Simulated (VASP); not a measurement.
Wanted: the native input for a VASP 6.6.1 run.

```
Task                   : single point
Functional             : PBE
Potentials or basis    : VASP PAW PBE potentials, release 64 (Al, Cu)
Cutoff                 : 520 eV
k mesh                 : 10 × 10 × 14
Occupations            : gaussian, width 0.15 eV
Spin                   : no spin polarisation
Dipole correction      : no
Further INCAR settings : ALGO = Fast; EDIFF = 1e-06; NBANDS = 16
```

The structure of Al2Cu lies in POSCAR:

```
Al2Cu
1.0
    4.1759740897      0.0000000000      0.0000000000
    0.0000000000      4.1759740897      0.0000000000
    0.0000000000      0.0000000000      2.8847334069
Al Cu
2 1
Direct
    0.5000000000      0.0058614588      0.5000000000
    0.0000000000      0.4741577779      0.5000000000
    0.0000000000      0.0084838028      0.0000000000
```

One way to write it, as run:

INCAR

```
SYSTEM = Al2Cu
PREC     = Accurate       ! precision mode
ENCUT    = 520            ! plane-wave cutoff, eV
EDIFF    = 1E-6           ! SCF threshold, eV
ISMEAR   = 0              ! smearing method
SIGMA    = 0.15           ! smearing width, eV
LREAL    = .False.        ! projectors in reciprocal space
LASPH    = .True.         ! aspherical terms in the spheres
NELM     = 100            ! most SCF steps
ALGO     = Fast           ! electronic algorithm
ISIF     = 2              ! what is computed and relaxed
LWAVE    = .False.        ! write WAVECAR
LCHARG   = .False.        ! write CHGCAR
GGA      = PE             ! functional
NBANDS   = 16             ! bands
```

KPOINTS

```
Automatic mesh
0
Gamma
  10 10 14
  0 0 0
```

Potentials or basis: VASP PAW PBE potentials, release 64 (Al, Cu).

The run is started by

```bash
$ cat potpaw_PBE.64/Al/POTCAR potpaw_PBE.64/Cu/POTCAR > POTCAR
$ mpirun -np 1 vasp_std > vasp.out
```

Results of the run:

* Pressure: -1.5 GPa
* Largest force: 1.131 eV/Å

Caveat: forces of over 1 eV/Å act on the atoms, so gaps and moduli don't describe the material at rest.

Run time: 84 s on 1 thread of Intel(R) Xeon(R) 6975P-C (Granite Rapids) (shared host), peak memory 0.33 GiB.
